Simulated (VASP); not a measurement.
Crystal: GaN.

```
CELL_PARAMETERS angstrom
0.00000 2.12960 2.12960
2.12960 0.00000 2.12960
2.12960 2.12960 0.00000
ATOMIC_POSITIONS crystal
Ga 0.00000 0.00000 0.00000
N 0.50000 0.50000 0.50000
```

This cell differs from its parent crystal: strain +1.0%.

Base run:

```yaml
Program: VASP 6.6.1
Functional: PBE
Potentials_or_basis: VASP PAW PBE potentials, release 64 (Ga_d, N)
Cutoff: 520 eV
k_mesh: 10 × 10 × 10
Occupations: fermi-dirac, width 0.02 eV
Spin: no spin polarisation
```

Its results: band gap on the k mesh 0.47 eV, indirect (least direct gap 2.46 eV); pressure 2.1 GPa.

Problem. The run is repeated on the same cell with these changes: functional from PBE to r2SCAN; occupations from fermi-dirac, width 0.02 eV to gaussian, width 0.01 eV. What comes out?

Solution. Band gap on the k mesh 0.98 eV, indirect (least direct gap 3.02 eV); pressure -5.7 GPa.

Caveats: the PAW data sets were made with another functional, which shifts forces and pressure a little (some runs).

A k mesh can miss the band edges.
